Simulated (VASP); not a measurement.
# Al4O (P6/mmm) in VASP: further runs

Runs on Al4O. Level: PBE. Tasks: single point.

All numbers are computed with VASP 6.6.1; they aren't measurements. Logs are shortened: lines on timing, memory, paths and dates and some standing lists are left out, and cuts for length are marked.

**1. The cell of the first run**

Symmetry: P6/mmm, No. 191, hexagonal system. The conventional cell has a = 5.652 Å, b = 5.652 Å, c = 3.412 Å, α = 90.00°, β = 90.00°, γ = 120.00°. Al (site symmetry mmm) has 8 Al at 2.83 to 3.41 Å and 4 O at 3.30 Å within 3.7 Å. Al (site symmetry 6/mmm) has 2 O at 1.71 Å within 2.3 Å. O (site symmetry 6/mmm) has 2 Al at 1.71 Å within 2.3 Å.

The cell was built from a structure type or drawn by symmetry, and may not be a known phase.

**2. Single point, PBE**

INCAR

```
ALGO = Normal
EDIFF = 1E-6
ENCUT = 520
GGA = PE
ISIF = 2
ISMEAR = 0
LASPH = True
LCHARG = False
LREAL = False
LWAVE = False
NBANDS = 17
NELM = 80
PREC = Accurate
SIGMA = 0.1
```

KPOINTS

```
k-points
0
Gamma
  6 6 6
```

POSCAR

```
Al4O
1.0
    5.6519131208      0.0000000000      0.0000000000
   -2.8259565604      4.8947003426      0.0000000000
    0.0000000000      0.0000000000      3.4115826872
Al O
4 1
Direct
    0.5000000000      0.0000000000      0.5000000000
    0.0000000000      0.5000000000      0.5000000000
    0.5000000000      0.5000000000      0.5000000000
    0.0000000000      0.0000000000      0.5000000000
    0.0000000000      0.0000000000      0.0000000000
```

Potentials or basis: VASP PAW PBE potentials, release 64 (Al, O).

The run is started by

```console
$ cat potpaw_PBE.64/Al/POTCAR potpaw_PBE.64/O/POTCAR > POTCAR
$ mpirun -np 1 vasp_std > vasp.out
```

OUTCAR:

```text
EDIFF = 1E-6
   ENCUT = 520
   GGA = PE
   ISIF = 2
   ISMEAR = 0
   LASPH = True
   LREAL = False
   NELM = 80
   PREC = Accurate

 ion  position               nearest neighbor table
   1  0.500  0.000  0.500-   4 2.83   4 2.83   2 2.83   3 2.83   3 2.83   2 2.83
   2  0.000  0.500  0.500-   3 2.83   3 2.83   4 2.83   4 2.83   1 2.83   1 2.83
   3  0.500  0.500  0.500-   2 2.83   2 2.83   4 2.83   1 2.83   1 2.83   4 2.83
   4  0.000  0.000  0.500-   5 1.71   5 1.71   1 2.83   1 2.83   3 2.83   2 2.83   2 2.83   3 2.83

   5  0.000  0.000  0.000-   4 1.71   4 1.71

  LATTYP: Found a hexagonal cell.
 ALAT       =     5.6519131208
 C/A-ratio  =     0.6036155571

  Lattice vectors:

 A1 = (   5.6519131208,   0.0000000000,   0.0000000000)
 A2 = (  -2.8259565604,   4.8947003426,   0.0000000000)
 A3 = (   0.0000000000,   0.0000000000,   3.4115826872)

Analysis of symmetry for initial positions (statically):
=====================================================================
 Subroutine PRICEL returns:
 Original cell was already a primitive cell.

 Routine SETGRP: Setting up the symmetry group for a
 hexagonal supercell.

 Subroutine GETGRP returns: Found 24 space group operations
 (whereof 24 operations were pure point group operations)
 out of a pool of 24 trial point group operations.

The static configuration has the point symmetry D_6h.

Analysis of symmetry for dynamics (positions and initial velocities):
=====================================================================
 Subroutine PRICEL returns:
 Original cell was already a primitive cell.

 Routine SETGRP: Setting up the symmetry group for a
 hexagonal supercell.

 Subroutine GETGRP returns: Found 24 space group operations
 (whereof 24 operations were pure point group operations)
 out of a pool of 24 trial point group operations.

The dynamic configuration has the point symmetry D_6h.

 Subroutine INISYM returns: Found 24 space group operations
 (whereof 24 operations are pure point group operations),
 and found     1 'primitive' translations

----------------------------------------------------------------------------------------

                                     Primitive cell

  volume of cell :      94.3795

[... 87 lines left out ...]
   ICHARG =      2    charge: 1-file 2-atom 10-const
   ISPIN  =      1    spin polarized calculation?
   LNONCOLLINEAR =      F non collinear calculations
   LSORBIT =      F    spin-orbit coupling
   LASPH  =      T    aspherical Exc in radial PAW
   ENCUT  =  520.0 eV  38.22 Ry    6.18 a.u.  10.51 10.51  6.34*2*pi/ulx,y,z
   NELM   =     80;   NELMIN=  2; NELMDL= -5     # of ELM steps
   EDIFF  = 0.1E-05   stopping-criterion for ELM
   LREAL  =      F    real-space projection
[... 7 lines left out ...]
   TEBEG  =    0.0;   TEEND  =   0.0 temperature during run
   PSTRESS=    0.0 pullay stress
   NELECT =      18.0000    total number of electrons
   NUPDOWN=      -1.0000    fix difference up-down
   EMIN   =  10.00;   EMAX   =-10.00  energy-range for DOS
   EFERMI =   0.00;   METHOD = LEGACY
   ISMEAR =     0;   SIGMA  =   0.10  broadening in eV -4-tet -1-fermi 0-gaus
   EFERMI_NEDOS =   21; number of points for ismear=-14 and -15
   IALGO  =     38    algorithm
   IMIX   =      4    mixing-type and parameters
     AMIX     =   0.40;   BMIX     =  1.00
     AMIX_MAG =   1.60;   BMIX_MAG =  1.00
  volume/ion in A,a.u.               =      18.88       127.38
  Fermi-wavevector in a.u.,A,eV,Ry     =   0.942338  1.780760 12.081975  0.888000
  Thomas-Fermi vector in A             =   2.069937
   LORBIT       =      0    0 simple, 1 ext, 2 COOP (PROOUT), +10 PAW based schemes
   GGA     = PE    functional components
   LHFCALC =     F    Hartree Fock is set to
   AEXX    =    0.0000 exact exchange contribution
   IVDW    =     0    specifies the selected vdW correction
   LEPSILON=     F    determine dielectric tensor
   LRPA    =     F    only Hartree local field effects (RPA)
 non-spin polarized calculation
 Gauss-broadening in eV      SIGMA  =   0.10
  energy-cutoff  :      520.00
  volume of cell :       94.38
 maximum number of plane-waves:      2581
   NGX = 21   NGY = 21   NGZ = 13

 number of electron      18.0000003 magnetization

 Free energy of the ion-electron system (eV)
  ---------------------------------------------------
  ext. energy  EPLUGINS =         0.00000000
  ---------------------------------------------------
  free energy    TOTEN  =       -21.37396777 eV

  energy without entropy =      -21.36614637  energy(sigma->0) =      -21.37005707

 E-fermi :   4.9243     XC(G=0):  -9.2159

 val. band max:        4.8520276798   @ k =   0.1667   0.0000   0.1667
 cond. band min:       4.9438795293   @ k =   0.1667   0.0000   0.5000
 fundamental gap:      0.0918518495
 Fermi energy:         4.9243115206

 k-point     1 :       0.0000    0.0000    0.0000
  band No.  band energies     occupation
      1     -14.0424      2.00000
      2      -3.2939      2.00000
      3      -0.8367      2.00000
      4      -0.1571      2.00000
      5      -0.1571      2.00000
      6       1.8362      2.00000
[... 457 lines left out ...]
      4       0.7602      2.00000
      5       1.1210      2.00000
      6       1.1630      2.00000
[... 9 lines left out ...]
     16      10.2585      0.00000
     17      11.2844      0.00000

 [... further k-points ...]

------------------------ aborting loop because EDIFF is reached ----------------------------------------

  FORCE on cell =-STRESS in cart. coord.  units (eV):
  Direction    XX          YY          ZZ          XY          YZ          ZX
  --------------------------------------------------------------------------------------
  -------------------------------------------------------------------------------------
  Total       -0.0230655     -0.0230655      0.1274703      0.0000000     -0.0000000      0.0000000
  in kB       -0.3915571     -0.3915571      2.1639239      0.0000000     -0.0000000      0.0000000
  external PRESSURE =       0.4602699 kB  Pullay stress =       0.0000000 kB

 VOLUME and BASIS-vectors are now :
 -----------------------------------------------------------------------------
  energy-cutoff  :      520.00
  volume of cell :       94.38
      direct lattice vectors                 reciprocal lattice vectors
     5.651913121  0.000000000  0.000000000     0.176931241  0.102151299  0.000000000
    -2.825956560  4.894700343  0.000000000     0.000000000  0.204302599  0.000000000
     0.000000000  0.000000000  3.411582687     0.000000000  0.000000000  0.293119086

 POSITION                                       TOTAL-FORCE (eV/Angst)
 -----------------------------------------------------------------------------------
      2.82596      0.00000      1.70579        -0.000000      0.000000      0.000000
     -1.41298      2.44735      1.70579         0.000000      0.000000      0.000000
      1.41298      2.44735      1.70579        -0.000000      0.000000      0.000000
      0.00000      0.00000      1.70579        -0.000000      0.000000      0.000000
      0.00000      0.00000      0.00000         0.000000      0.000000      0.000000
 -----------------------------------------------------------------------------------
    total drift:                                0.000000      0.000000      0.000000

  FREE ENERGIE OF THE ION-ELECTRON SYSTEM (eV)
  ---------------------------------------------------
  free  energy   TOTEN  =       -21.3739677701 eV

  energy  without entropy=      -21.3661463739  energy(sigma->0) =      -21.37005707
```

Wall time 27 s (1 thread of AMD EPYC 9R45 (Zen 5), shared host); peak memory 0.18 GiB.

Results:

| Quantity | Value |
| --- | --- |
| Free energy | -21.3740 eV |
| Pressure | 0.0 GPa |
| Band gap on the k mesh | zero (bands 9 and 10 overlap by 2.59 eV) |

Levels at points of the mesh, in eV from the Fermi level:
| k point | band 6 | band 7 | band 8 | band 9 | band 10 | band 11 | band 12 | band 13 |
| --- | --- | --- | --- | --- | --- | --- | --- | --- |
| (0.00, 0.00, 0.00) | -3.09 | -2.82 | -2.82 | 0.05 | 0.05 | 0.33 | 3.86 | 5.62 |
| (0.50, 0.00, 0.00) | -3.16 | -3.09 | -1.70 | 1.28 | 2.40 | 2.60 | 2.68 | 4.33 |
| (0.00, 0.00, 0.50) | -2.83 | -1.75 | -1.69 | -1.69 | -0.74 | -0.74 | 1.45 | 1.45 |
| (0.50, 0.00, 0.50) | -3.82 | -2.74 | -1.05 | -0.95 | -0.95 | 1.70 | 2.52 | 2.54 |

**3. Single point, PBE, collinear spin, ferromagnetic start**

This run uses another cell than the first one, of 17.29 Å³/atom.

INCAR

```
PREC = Accurate
ENCUT = 520
EDIFF = 1E-7
ISMEAR = 0
SIGMA = 0.1
LREAL = F
LASPH = T
NELM = 150
ALGO = Normal
ISIF = 2
LWAVE = F
LCHARG = T
ISPIN = 2
MAGMOM = 0 0 0 0 1
LORBIT = 11
GGA = PE
LELF = T
LVHAR = T
NBANDS = 21
```

KPOINTS

```
Automatic mesh
0
Gamma
  6 6 4
```

POSCAR, as its differences from that of step 2:

```diff
@@ -2,5 +2,5 @@
 1.0
-    5.6519131208      0.0000000000      0.0000000000
-   -2.8259565604      4.8947003426      0.0000000000
-    0.0000000000      0.0000000000      3.4115826872
+    4.2160283300      0.0000000000      0.0000000000
+   -2.1080141700      3.6511876400      0.0000000000
+    0.0000000000      0.0000000000      5.6174437200
 Al O
```

Potentials or basis: VASP PAW PBE potentials, release 64 (Al, O).

The run is started by

```console
$ cat potpaw_PBE.64/Al/POTCAR potpaw_PBE.64/O/POTCAR > POTCAR
$ mpirun -np 1 vasp_std > vasp.out
```

OUTCAR:

```text
PREC = Accurate
   ENCUT = 520
   EDIFF = 1E-7
   ISMEAR = 0
   LREAL = F
   LASPH = T
   NELM = 150
   ISIF = 2
   ISPIN = 2
   LORBIT = 11
   GGA = PE

 ion  position               nearest neighbor table
   1  0.500  0.000  0.500-   4 2.11   4 2.11   2 2.11   2 2.11   3 2.11   3 2.11
   2  0.000  0.500  0.500-   3 2.11   3 2.11   1 2.11   1 2.11   4 2.11   4 2.11
   3  0.500  0.500  0.500-   2 2.11   2 2.11   4 2.11   4 2.11   1 2.11   1 2.11
   4  0.000  0.000  0.500-   1 2.11   1 2.11   3 2.11   3 2.11   2 2.11   2 2.11
   5  0.000  0.000  0.000-

  LATTYP: Found a hexagonal cell.
 ALAT       =     4.2160283300
 C/A-ratio  =     1.3324017963

  Lattice vectors:

 A1 = (   4.2160283300,   0.0000000000,   0.0000000000)
 A2 = (  -2.1080141700,   3.6511876400,   0.0000000000)
 A3 = (   0.0000000000,   0.0000000000,   5.6174437200)

Analysis of symmetry for initial positions (statically):
=====================================================================
 Subroutine PRICEL returns:
 Original cell was already a primitive cell.

 Routine SETGRP: Setting up the symmetry group for a
 hexagonal supercell.

 Subroutine GETGRP returns: Found 24 space group operations
 (whereof 24 operations were pure point group operations)
 out of a pool of 24 trial point group operations.

The static configuration has the point symmetry D_6h.

Analysis of symmetry for dynamics (positions and initial velocities):
=====================================================================
 Subroutine PRICEL returns:
 Original cell was already a primitive cell.

 Routine SETGRP: Setting up the symmetry group for a
 hexagonal supercell.

 Subroutine GETGRP returns: Found 24 space group operations
 (whereof 24 operations were pure point group operations)
 out of a pool of 24 trial point group operations.

The dynamic configuration has the point symmetry D_6h.

Analysis of structural, dynamic, and magnetic symmetry:
=====================================================================
 Subroutine PRICEL returns:
[... 166 lines left out ...]

 spin component 1

 k-point     1 :       0.0000    0.0000    0.0000
  band No.  band energies     occupation
      1     -12.0081      1.00000
      2      -8.0355      1.00000
      3      -0.3221      1.00000
      4       0.4689      1.00000
      5       0.4689      1.00000
      6       0.4885      1.00000
[... 493 lines left out ...]
     20      13.0733      0.00000
     21      14.2485      0.00000
 Fermi energy:         4.2818819443

 spin component 2

 k-point     1 :       0.0000    0.0000    0.0000
  band No.  band energies     occupation
      1     -10.6931      1.00000
      2      -7.9982      1.00000
      3      -0.2187      1.00000
      4       0.4857      1.00000
      5       0.4857      1.00000
      6       0.5060      1.00000
[... 493 lines left out ...]
     20      13.0341      0.00000
     21      14.3465      0.00000

------------------------ aborting loop because EDIFF is reached ----------------------------------------

  FORCE on cell =-STRESS in cart. coord.  units (eV):
  Direction    XX          YY          ZZ          XY          YZ          ZX
  --------------------------------------------------------------------------------------
  -------------------------------------------------------------------------------------
  Total       61.7343445     61.7343446     -9.0369733     -0.0000001      0.0000000      0.0000000
  in kB     1143.8287817   1143.8287836   -167.4392149     -0.0000016      0.0000000      0.0000000
  external PRESSURE =     706.7394501 kB  Pullay stress =       0.0000000 kB

 VOLUME and BASIS-vectors are now :
 -----------------------------------------------------------------------------
  energy-cutoff  :      520.00
  volume of cell :       86.47
      direct lattice vectors                 reciprocal lattice vectors
     4.216028330  0.000000000  0.000000000     0.237190057  0.136941743  0.000000000
    -2.108014170  3.651187640  0.000000000     0.000000000  0.273883486  0.000000000
     0.000000000  0.000000000  5.617443720     0.000000000  0.000000000  0.178016915

 POSITION                                       TOTAL-FORCE (eV/Angst)
 -----------------------------------------------------------------------------------
      2.10801      0.00000      2.80872        -0.000000      0.000000      0.000000
     -1.05401      1.82559      2.80872         0.000000      0.000000      0.000000
      1.05401      1.82559      2.80872        -0.000000      0.000000      0.000000
      0.00000      0.00000      2.80872         0.000000      0.000000      0.000000
      0.00000      0.00000      0.00000         0.000000      0.000000      0.000000
 -----------------------------------------------------------------------------------
    total drift:                                0.000000      0.000000     -0.000000

  FREE ENERGIE OF THE ION-ELECTRON SYSTEM (eV)
  ---------------------------------------------------
  free  energy   TOTEN  =        -4.1683408043 eV

  energy  without entropy=       -4.1465766368  energy(sigma->0) =       -4.15745872

 total charge

# of ion       s       p       d       tot
------------------------------------------
    1        0.538   0.707   0.000   1.245
    2        0.538   0.707   0.000   1.245
    3        0.538   0.707   0.000   1.245
    4        0.529   0.686   0.000   1.215
    5        1.603   3.082   0.000   4.684
--------------------------------------------------
tot          3.746   5.889   0.000   9.634

 magnetization (x)

# of ion       s       p       d       tot
------------------------------------------
    1        0.001   0.005   0.000   0.006
    2        0.001   0.005   0.000   0.006
    3        0.001   0.005   0.000   0.006
    4        0.004  -0.010   0.000  -0.006
    5        0.008   0.687   0.000   0.695
--------------------------------------------------
tot          0.015   0.693   0.000   0.708
```

Run time: 54 s. Hardware: 1 thread of AMD EPYC 9R45 (Zen 5), shared host; peak memory 0.21 GiB.

Results:

| Property | Result |
| --- | --- |
| Free energy | -4.1683 eV |
| Pressure | 70.7 GPa |
| Net moment | 0.81 μB per cell |
| Site moments | Al +0.01, -0.01 (each value once); O +0.69 μB |
| Valence electrons inside the program's atomic spheres | Al 1.25, 1.22 (each value once); O 4.68 |

Stress tensor (GPa, compression positive):
```
114.38   0.00   0.00
  0.00 114.38   0.00
  0.00   0.00 -16.74
```

Caveat: the cell stands under pressure.

**4. Single point, PBE, collinear spin, ferromagnetic start**

This run uses another cell than the first one, of 18.95 Å³/atom.

INCAR

```
ALGO = Normal
EDIFF = 1E-6
ENCUT = 520
GGA = PE
ISIF = 2
ISMEAR = 0
ISPIN = 2
LASPH = True
LCHARG = True
LELF = True
LORBIT = 11
LREAL = False
LVHAR = True
LWAVE = False
MAGMOM = 0 0 0 0 1
NBANDS = 21
NELM = 150
PREC = Accurate
SIGMA = 0.1
```

KPOINTS

```
k-points
0
Gamma
  6 6 4
```

POSCAR, as its differences from that of step 3:

```diff
@@ -2,5 +2,5 @@
 1.0
-    4.2160283300      0.0000000000      0.0000000000
-   -2.1080141700      3.6511876400      0.0000000000
-    0.0000000000      0.0000000000      5.6174437200
+    5.6461871878      0.0000000039      0.0000000000
+   -2.8230935972      4.8897415372      0.0000000000
+    0.0000000000      0.0000000000      3.4322010279
 Al O
```

The run is started by

```console
$ cat potpaw_PBE.64/Al/POTCAR potpaw_PBE.64/O/POTCAR > POTCAR
$ mpirun -np 1 vasp_std > vasp.out
```

It took 47 s on 1 thread of AMD EPYC 9R45 (Zen 5), shared host; peak memory 0.23 GiB.

The run converged. Its results:

* Free energy: -21.2088 eV
* Pressure: -0.1 GPa
* Band gap on the k mesh: zero (filled and empty bands overlap)
* Net moment: 0.00 μB per cell
* Valence electrons inside the program's atomic spheres: Al 0.76, 0.78 (each value once); O 5.11

Stress tensor (GPa, compression positive):
```
-0.21  0.00  0.00
 0.00 -0.21  0.00
 0.00  0.00  0.01
```

Levels at points of the mesh, in eV from the Fermi level:
Spin up:
```csv
k point,band 5,band 6,band 7,band 8,band 9,band 10,band 11,band 12,band 13,band 14
"(0.00, 0.00, 0.00)",-5.07,-3.12,-2.83,-2.83,0.02,0.02,0.26,3.70,5.51,7.80
"(0.50, 0.00, 0.00)",-5.59,-3.14,-3.14,-1.70,1.26,2.37,2.57,2.64,4.17,4.64
"(0.00, 0.00, 0.50)",-3.72,-2.87,-1.82,-1.75,-1.75,-0.81,-0.81,1.44,1.44,2.87
"(0.50, 0.00, 0.50)",-4.16,-3.81,-2.81,-1.09,-1.01,-0.96,1.69,2.46,2.48,3.82
```
Spin down:
```csv
k point,band 6,band 7,band 8,band 9,band 10,band 11,band 12,band 13
"(0.00, 0.00, 0.00)",-3.12,-2.83,-2.83,0.02,0.02,0.26,3.70,5.51
"(0.50, 0.00, 0.00)",-3.14,-3.14,-1.70,1.26,2.37,2.57,2.64,4.17
"(0.00, 0.00, 0.50)",-2.87,-1.82,-1.75,-1.75,-0.81,-0.81,1.44,1.44
"(0.50, 0.00, 0.50)",-3.81,-2.81,-1.09,-1.01,-0.96,1.69,2.46,2.48
```

Caveat: the k points lie up to 0.46 Å⁻¹ apart, too coarse for converged energies and pressures of a metal.

**5. Overview**

| spin | cell | k mesh | gap on the mesh (eV) | pressure (GPa) | moment (μB) |
| --- | --- | --- | --- | --- | --- |
| off | a = 5.652, b = 5.652, c = 3.412 Å, angles 90.0, 90.0, 120.0°, 5 atoms | 6 × 6 × 6 | none | 0.0 | - |
| collinear, ferromagnetic start | a = 4.216, b = 4.216, c = 5.617 Å, angles 90.0, 90.0, 120.0°, 5 atoms | 6 × 6 × 4 | none | 70.7 | 0.81 |
| collinear, ferromagnetic start | a = 5.646, b = 5.646, c = 3.432 Å, angles 90.0, 90.0, 120.0°, 5 atoms | 6 × 6 × 4 | none | -0.1 | 0.00 |

Alike in all rows: task single point; level PBE; potentials or basis VASP PAW PBE potentials, release 64 (Al, O); cutoff (eV) 520; smearing gaussian 0.1 eV.

Caveats: some runs use coarse meshes; the cell stands under pressure (at least some runs).

Total energies depend on the potentials used, so only differences within one code and one set of settings carry meaning.
